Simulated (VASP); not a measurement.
A run of VASP 6.6.1 is set up as follows.

Contents of POSCAR:

```
Hg
1.0
    1.7300004553      0.9988162286      2.4127200000
   -1.7300004553      0.9988162286      2.4127200000
    0.0000000000     -1.9976324571      2.4127200000
Hg
1
Direct
    0.0000000000      0.0000000000      0.0000000000
```

INCAR.step1

```
SYSTEM = Hg
PREC = Accurate
ENCUT = 520
ISMEAR = 0
SIGMA = 0.15
LREAL = .False.
LASPH = .True.
NELM = 60
NBANDS = 12
GGA = PE
ALGO = Normal
EDIFF = 1E-4
LWAVE = .True.
LCHARG = .False.
```

INCAR.step2

```
SYSTEM = Hg
PREC = Accurate
ENCUT = 520
EDIFF = 1E-6
ISMEAR = 0
SIGMA = 0.15
LREAL = .False.
LASPH = .True.
NELM = 60
ALGO = Normal
ISIF = 2
LWAVE = .False.
LCHARG = .True.
METAGGA = R2SCAN
LMIXTAU = .True.
LELF = .True.
LVHAR = .True.
NBANDS = 12
ISTART = 1
```

Contents of KPOINTS:

```
regular mesh
0
Gamma
  18 18 18
  0 0 0
```

Potentials or basis: VASP PAW PBE potentials, release 64 (Hg).

Launch:

```bash
$ cat potpaw_PBE.64/Hg/POTCAR > POTCAR
$ cp INCAR.step1 INCAR
$ mpirun -np 1 vasp_std > vasp.out
$ cp INCAR.step2 INCAR
$ mpirun -np 1 vasp_std > vasp.out
```

(1) Predict the band gap on the k mesh.

(2) Estimate the pressure.

## Answers

(1) zero (bands 6 and 7 overlap by 1.93 eV).

(2) 1.4 GPa.

Caveat: the cell differs from its parent crystal (strain +0.000 along x and y, +0.080 along z); the PAW data sets were made with another functional, which shifts forces and pressure a little; spin-orbit coupling is left out, which moves the levels of the heavy elements.
